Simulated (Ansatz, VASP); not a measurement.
## Pd: VASP beside Ansatz

The input INCAR:

```
SYSTEM = Pd
ALGO = Normal
EDIFF = 1E-7
EDIFFG = -0.01
ENCUT = 600
IBRION = 2
ISIF = 3
ISMEAR = -1
LASPH = .True.
LCHARG = .False.
LREAL = .False.
LWAVE = .False.
NELM = 80
NSW = 80
PREC = Accurate
SIGMA = 0.1
```

Contents of KPOINTS:

```
k-points
0
Gamma
  13 13 7
  0 0 0
```

File POSCAR:

```
Pd
1.0
    2.7505001182      0.0000000000      0.0000000000
   -1.3752500591      2.3820029755      0.0000000000
    0.0000000000      0.0000000000      4.4915666931
Pd
2
Direct
    0.3333333333      0.6666666667      0.2500000000
    0.6666666667      0.3333333333      0.7500000000
```

Input for Ansatz:

```yaml
crystal:
  lattice:
    - [2.7505001182, 0.0, 0.0]
    - [-1.3752500591, 2.3820029755, 0.0]
    - [0.0, 0.0, 4.4915666931]
  atoms:
    - { symbol: Pd, position: [0.3333333333, 0.6666666667, 0.25] }
    - { symbol: Pd, position: [0.6666666667, 0.3333333333, 0.75] }
hamiltonian:
  xc: lda
  pseudopotentials:
    kind: paw
    azcp:
      Pd: "pseudopotentials/Pd.paw.azcp"
basis:
  ecutwfc: 420
  fft_grid_basis: typed
kpoints:
  mp_grid: { grid: [13, 13, 7], shift: [0, 0, 0] }
magnetization:
  spin_polarized: false
scf:
  occupations: { method: fermi_dirac, width: 0.1 }
relax:
  max_steps: 60
  f_tol: 0.01
  cell: {}
```

Alike in both runs: task relaxation of cell and atoms; functional LDA; k mesh 13 × 13 × 7; occupations fermi-dirac, width 0.1 eV; no spin polarisation.

|  | VASP | Ansatz |
| --- | --- | --- |
| version | VASP 6.6.1 | Ansatz 0.2.0 |
| potentials or method | VASP PAW LDA potentials, release 64 (Pd), cutoff 600 eV | plane waves (420 eV) with PAW, scalar-relativistic |
| valence electrons in the cell | 20 | 36 |

```csv
,VASP,Ansatz,Ansatz less VASP
relaxed volume (Å³/atom),14.25,14.23,-0.017
relaxed cell length with the largest relative difference (Å),2.701,2.699,-0.0018
```

Ansatz warns that its potentials were made for another functional, while VASP's fit it. LDA's correlation is that of Perdew and Zunger in VASP and of Perdew and Wang (1992) in Ansatz. VASP's potentials hold 20 valence electrons a cell and Ansatz's 36, so a difference there can come from the potentials and not from the codes.
